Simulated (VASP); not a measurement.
# C (C2/m) in VASP: single point with LDA

Aim: the single point of C with LDA.

Program: VASP 6.6.1. These are calculated values, not measurements. Logs are shortened: lines on timing, memory, paths and dates and some standing lists are left out, and cuts for length are marked.

### 1 The cell of the first run

Symmetry: C2/m, No. 12, monoclinic system. Conventional cell: a = 2.446 Å, b = 4.233 Å, c = 13.480 Å, α = 90.00°, β = 92.08°, γ = 90.00°. Within 1.9 Å of C (site symmetry 1) lie 3 C at 1.41 Å. Within 1.9 Å of C (site symmetry 1) lie 3 C at 1.41 Å.

### 2 Single point, LDA

Contents of INCAR:

```
  ALGO = Normal
  EDIFF = 1E-7
  ENCUT = 520
  GGA = CA
  ISIF = 2
  ISMEAR = 0
  LASPH = T
  LCHARG = F
  LREAL = F
  LWAVE = F
  NBANDS = 26
  NELM = 100
  PREC = Accurate
  SIGMA = 0.15
```

Contents of KPOINTS:

```
k-points
0
Gamma
  22 22 4
```

Contents of POSCAR:

```
C
1.0
   -1.2227748566      2.1167364796      0.0000000000
   -1.2227748566     -2.1167364796      0.0000000000
   -0.4891099426      0.0000000000     13.4706447952
C
8
Direct
    0.8916982410      0.0583017590      0.1250000000
    0.7916982410     -0.0416982410      0.6250000000
    0.2416982410      0.4083017590      0.8750000000
    0.3416982410      0.5083017590      0.3750000000
   -0.0916982410      0.7416982410      0.8750000000
    0.0083017590      0.8416982410      0.3750000000
    0.5583017590      0.3916982410      0.1250000000
    0.4583017590      0.2916982410      0.6250000000
```

Potentials or basis: VASP PAW LDA potentials, release 64 (C).

Run with:

```bash
$ cat potpaw_LDA.64/C/POTCAR > POTCAR
$ mpirun -np 1 vasp_std > vasp.out
```

OUTCAR:

```text
EDIFF = 1E-7
   ENCUT = 520
   GGA = CA
   ISIF = 2
   ISMEAR = 0
   LASPH = T
   LREAL = F
   NELM = 100
   PREC = Accurate

 ion  position               nearest neighbor table
   1  0.892  0.058  0.125-   7 1.41   7 1.41   7 1.41
   2  0.792  0.958  0.625-   8 1.41   8 1.41   8 1.41
   3  0.242  0.408  0.875-   5 1.41   5 1.41   5 1.41
   4  0.342  0.508  0.375-   6 1.41   6 1.41   6 1.41
   5  0.908  0.742  0.875-   3 1.41   3 1.41   3 1.41
   6  0.008  0.842  0.375-   4 1.41   4 1.41   4 1.41
   7  0.558  0.392  0.125-   1 1.41   1 1.41   1 1.41
   8  0.458  0.292  0.625-   2 1.41   2 1.41   2 1.41

  LATTYP: Found a base centered monoclinic cell.
 ALAT       =     2.4455497132
 B/A-ratio  =     1.7310925786
 C/A-ratio  =     5.5118574864
 COS(beta)  =    -0.0362854084

  Lattice vectors:

 A1 = (   1.2227748566,  -2.1167364796,   0.0000000000)
 A2 = (   1.2227748566,   2.1167364796,   0.0000000000)
 A3 = (  -0.4891099426,   0.0000000000,  13.4706447952)

Analysis of symmetry for initial positions (statically):
=====================================================================
 Subroutine PRICEL returns:
 Original cell was already a primitive cell.

 Routine SETGRP: Setting up the symmetry group for a
 base centered monoclinic supercell.

 Subroutine GETGRP returns: Found  4 space group operations
 (whereof  1 operations were pure point group operations)
 out of a pool of  4 trial point group operations.

The static configuration has the point symmetry C_1 .
 The point group associated with its full space group is C_2h.

Analysis of symmetry for dynamics (positions and initial velocities):
=====================================================================
 Subroutine PRICEL returns:
 Original cell was already a primitive cell.

 Routine SETGRP: Setting up the symmetry group for a
 base centered monoclinic supercell.

 Subroutine GETGRP returns: Found  4 space group operations
 (whereof  1 operations were pure point group operations)
 out of a pool of  4 trial point group operations.

The dynamic configuration has the point symmetry C_1 .
 The point group associated with its full space group is C_2h.

 Subroutine INISYM returns: Found  4 space group operations
 (whereof  1 operations are pure point group operations),
 and found     1 'primitive' translations

[... 108 lines left out ...]
   EDIFFG = 0.1E-05   stopping-criterion for IOM
   NSW    =      0    number of steps for IOM
   IBRION =     -1    ionic relax: 0-MD 1-quasi-New 2-CG
   NFREE  =      0    steps in history (QN), initial steepest desc. (CG)
   ISIF   =      2    stress and relaxation
   ISYM   =      2    0-nonsym 1-usesym 2-fastsym
   POTIM  = 0.5000    time-step for ionic-motion
   TEBEG  =    0.0;   TEEND  =   0.0 temperature during run
   PSTRESS=    0.0 pullay stress
   NELECT =      32.0000    total number of electrons
   NUPDOWN=      -1.0000    fix difference up-down
   EMIN   =  10.00;   EMAX   =-10.00  energy-range for DOS
   EFERMI =   0.00;   METHOD = LEGACY
   ISMEAR =     0;   SIGMA  =   0.15  broadening in eV -4-tet -1-fermi 0-gaus
   EFERMI_NEDOS =   21; number of points for ismear=-14 and -15
   IALGO  =     38    algorithm
   IMIX   =      4    mixing-type and parameters
     AMIX     =   0.40;   BMIX     =  1.00
     AMIX_MAG =   1.60;   BMIX_MAG =  1.00
  volume/ion in A,a.u.               =       8.72        58.82
  Fermi-wavevector in a.u.,A,eV,Ry     =   1.262741  2.386234 21.694690  1.594515
  Thomas-Fermi vector in A             =   2.396134
   LORBIT       =      0    0 simple, 1 ext, 2 COOP (PROOUT), +10 PAW based schemes
   GGA     = CA    functional components
   LHFCALC =     F    Hartree Fock is set to
   AEXX    =    0.0000 exact exchange contribution
   IVDW    =     0    specifies the selected vdW correction
   LEPSILON=     F    determine dielectric tensor
   LRPA    =     F    only Hartree local field effects (RPA)
 non-spin polarized calculation
 Gauss-broadening in eV      SIGMA  =   0.15
  energy-cutoff  :      520.00
  volume of cell :       69.73
 maximum number of plane-waves:      1912
   NGX =  9   NGY =  9   NGZ = 51

 number of electron      31.9999999 magnetization

 Free energy of the ion-electron system (eV)
  ---------------------------------------------------
  ext. energy  EPLUGINS =         0.00000000
  ---------------------------------------------------
  free energy    TOTEN  =       -80.87481369 eV

  energy without entropy =      -80.87345013  energy(sigma->0) =      -80.87413191

 E-fermi :   4.6459     XC(G=0): -10.7770

 val. band max:        4.6232213493   @ k =   0.3182   0.3182   0.5000
 cond. band min:       4.7210113789   @ k =   0.3182   0.3182   0.5000
 fundamental gap:      0.0977900296
 Fermi energy:         4.6458660718

 k-point     1 :       0.0000    0.0000    0.0000
  band No.  band energies     occupation
      1     -14.9538      2.00000
      2     -14.8044      2.00000
      3     -14.8044      2.00000
      4     -14.6444      2.00000
      5      -4.0644      2.00000
      6      -3.1625      2.00000
[... 685 lines left out ...]
     25      13.9521      0.00000
     26      15.6551      0.00000

 [... further k-points ...]

------------------------ aborting loop because EDIFF is reached ----------------------------------------

  FORCE on cell =-STRESS in cart. coord.  units (eV):
  Direction    XX          YY          ZZ          XY          YZ          ZX
  --------------------------------------------------------------------------------------
  -------------------------------------------------------------------------------------
  Total        0.5321936      0.5329578      0.0167196      0.0000000      0.0000000      0.1009681
  in kB       12.2278061     12.2453654      0.3841527      0.0000000      0.0000000      2.3198662
  external PRESSURE =       8.2857748 kB  Pullay stress =       0.0000000 kB

 VOLUME and BASIS-vectors are now :
 -----------------------------------------------------------------------------
  energy-cutoff  :      520.00
  volume of cell :       69.73
      direct lattice vectors                 reciprocal lattice vectors
    -1.222774857  2.116736480  0.000000000    -0.408906020  0.236212682 -0.014847099
    -1.222774857 -2.116736480  0.000000000    -0.408906020 -0.236212682 -0.014847099
    -0.489109943  0.000000000 13.470644795     0.000000000  0.000000000  0.074235496

 POSITION                                       TOTAL-FORCE (eV/Angst)
 -----------------------------------------------------------------------------------
     -1.22277      1.76408      1.68383         0.013133     -0.004006      0.012703
     -2.44555     -0.35266      8.41915        -0.000449     -0.004512      0.000276
     -1.22277     -0.35266     11.78681        -0.013133     -0.004006     -0.012703
     -1.22277     -0.35266      5.05149         0.000449     -0.004512     -0.000276
     -2.44555      0.35266     11.78681        -0.013133      0.004006     -0.012703
     -1.22277     -1.76408      5.05149         0.000449      0.004512     -0.000276
     -1.22277      0.35266      1.68383         0.013133      0.004006      0.012703
     -1.22277      0.35266      8.41915        -0.000449      0.004512      0.000276
 -----------------------------------------------------------------------------------
    total drift:                                0.000009     -0.000000     -0.000006

  FREE ENERGIE OF THE ION-ELECTRON SYSTEM (eV)
  ---------------------------------------------------
  free  energy   TOTEN  =       -80.8748136894 eV

  energy  without entropy=      -80.8734501315  energy(sigma->0) =      -80.87413191
```

stdout:

```text
POSCAR found type information on POSCAR C
 POSCAR found :  1 types and       8 ions
 scaLAPACK will be used
 LDA part: xc-table for (Slater(with rela. corr.)+CA(PZ))
 , standard interpolation
 POSCAR, INCAR and KPOINTS ok, starting setup
 FFT: planning ... GRIDC
 FFT: planning ... GRID_SOFT
 FFT: planning ... GRID
 WAVECAR not read
 entering main loop
```

It took 9.4 min on 1 thread of Intel Xeon 6975P-C (Granite Rapids), shared host; peak memory 0.62 GiB.

Results:

```yaml
Free_energy: -80.8748 eV
Pressure: 0.8 GPa
Largest_force: 0.019 eV/Å
Band_gap_on_the_k_mesh: zero (bands 16 and 17 overlap by 0.10 eV)
```

Forces on the atoms (eV/Å):
```
C    0.013 -0.004  0.013
C    0.000 -0.005  0.000
C   -0.013 -0.004 -0.013
C    0.000 -0.005  0.000
C   -0.013  0.004 -0.013
C    0.000  0.005  0.000
C    0.013  0.004  0.013
C    0.000  0.005  0.000
```

Levels at points of the mesh, in eV from the Fermi level:
```
           k point  band 12  band 13  band 14  band 15  band 16  band 17  band 18  band 19  band 20  band 21
(0.00, 0.00, 0.00)    -2.96    -2.96    -2.96    -2.95    -2.95     3.78     6.41     6.41     8.45     8.47
(0.50, 0.00, 0.00)    -6.41    -2.64    -2.44    -2.42    -2.21     1.42     1.70     1.79     2.03     7.70
(0.50, 0.50, 0.00)    -6.40    -3.06    -2.38    -2.38    -1.61     0.89     1.62     1.64     2.53     7.57
(0.00, 0.00, 0.50)    -2.96    -2.96    -2.95    -2.95    -2.95     4.52     4.53     8.45     8.47     8.47
(0.50, 0.00, 0.50)    -6.41    -2.63    -2.43    -2.43    -2.22     1.46     1.74     1.75     1.99     7.70
(0.50, 0.50, 0.50)    -6.40    -2.87    -2.86    -1.85    -1.84     1.08     1.10     2.23     2.25     7.59
```
